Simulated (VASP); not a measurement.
Write the native input for VASP 6.6.1 that does the following.

- Task: single point
- Functional: revPBE
- Dispersion: D3(BJ)
- Potentials or basis: VASP PAW PBE potentials, release 64 (V_sv, O)
- Cutoff: 600 eV
- k mesh: 6 × 6 × 9
- Occupations: fermi-dirac, width 0.05 eV
- Spin: collinear spin, ferromagnetic start
- Starting moments: [2.0, 2.0, 0.0, 0.0, 0.0, 0.0] μB
- Dipole correction: no
- Further INCAR settings: ALGO = Normal; EDIFF = 1e-06; NBANDS = 38

The structure of VO2 lies in POSCAR:

```
VO2
1.0
    4.4151925128      0.0000000000      0.0000000000
    0.0000000000      4.4151925128      0.0000000000
    0.0000000000      0.0000000000      2.9823009287
V O
2 4
Direct
    0.5000000000      0.5000000000      0.5000000000
    0.0000000000      0.0000000000      0.0000000000
    0.2003580000      0.7996420000      0.5000000000
    0.7996420000      0.2003580000      0.5000000000
    0.7003580000      0.7003580000      0.0000000000
    0.2996420000      0.2996420000      0.0000000000
```

One way to write it, as run:

INCAR

```
  PREC = Accurate
  ENCUT = 600
  EDIFF = 1E-6
  ISMEAR = -1
  SIGMA = 0.05
  LREAL = F
  LASPH = T
  NELM = 200
  ALGO = Normal
  ISIF = 2
  LWAVE = F
  LCHARG = F
  ISPIN = 2
  MAGMOM = 2 2 0 0 0 0
  LORBIT = 11
  LMAXMIX = 4
  GGA = RE
  IVDW = 12
  NBANDS = 38
  GGA_COMPAT = F
```

KPOINTS

```
regular mesh
0
Gamma
  6 6 9
```

Potentials or basis: VASP PAW PBE potentials, release 64 (V_sv, O).

Command:

```console
$ cat potpaw_PBE.64/V_sv/POTCAR potpaw_PBE.64/O/POTCAR > POTCAR
$ mpirun -np 1 vasp_std > vasp.out
```

It gave:

```json
{
  "Pressure": "2.0 GPa",
  "Largest force": "0.191 eV/Å",
  "Band gap on the k mesh": "zero (filled and empty bands overlap)",
  "Net moment": "2.00 μB per cell",
  "Site moments": "V +1.07; O -0.06 μB",
  "Valence electrons inside the program's atomic spheres": "V 11.53; O 5.07",
  "Dispersion energy per atom": "-0.478 eV"
}
```

Caveat: the PAW data sets were made with another functional, which shifts forces and pressure a little; semilocal functionals often make such compounds metallic where correlation or magnetic order opens a gap, which also shifts bond lengths.

It took 91 s on 1 thread of Intel(R) Xeon(R) 6975P-C (Granite Rapids) (shared host), peak memory 0.33 GiB.
